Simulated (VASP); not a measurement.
Here is a VASP 6.6.1 calculation.

INCAR

```
SYSTEM = AgCl
ALGO = Normal
EDIFF = 1E-8
ENCUT = 520
GGA = PE
ISIF = 2
ISMEAR = -1
LASPH = .TRUE.
LCHARG = .FALSE.
LEFG = .TRUE.
LREAL = .FALSE.
LWAVE = .FALSE.
NBANDS = 16
NELM = 80
PREC = Accurate
SIGMA = 0.02
```

The input KPOINTS:

```
k-points
0
G
  8 8 8
  0 0 0
```

The input POSCAR:

```
AgCl
1.0
    0.0000000000      2.7823631906      2.7823631906
    2.7823631906      0.0000000000      2.7823631906
    2.7823631906      2.7823631906      0.0000000000
Ag Cl
1 1
Direct
    0.5000000000      0.5000000000      0.5000000000
    0.0000000000      0.0000000000      0.0000000000
```

Potentials or basis: VASP PAW PBE potentials, release 64 (Ag, Cl).

Run with:

```bash
$ cat potpaw_PBE.64/Ag/POTCAR potpaw_PBE.64/Cl/POTCAR > POTCAR
$ mpirun -np 1 vasp_std > vasp.out
```

Q: What does it give for the band gap on the k mesh?

A: 0.91 eV (least direct gap 3.15 eV).

Q: What does it give for the pressure?

A: 1.0 GPa.

A k mesh can miss the band edges.
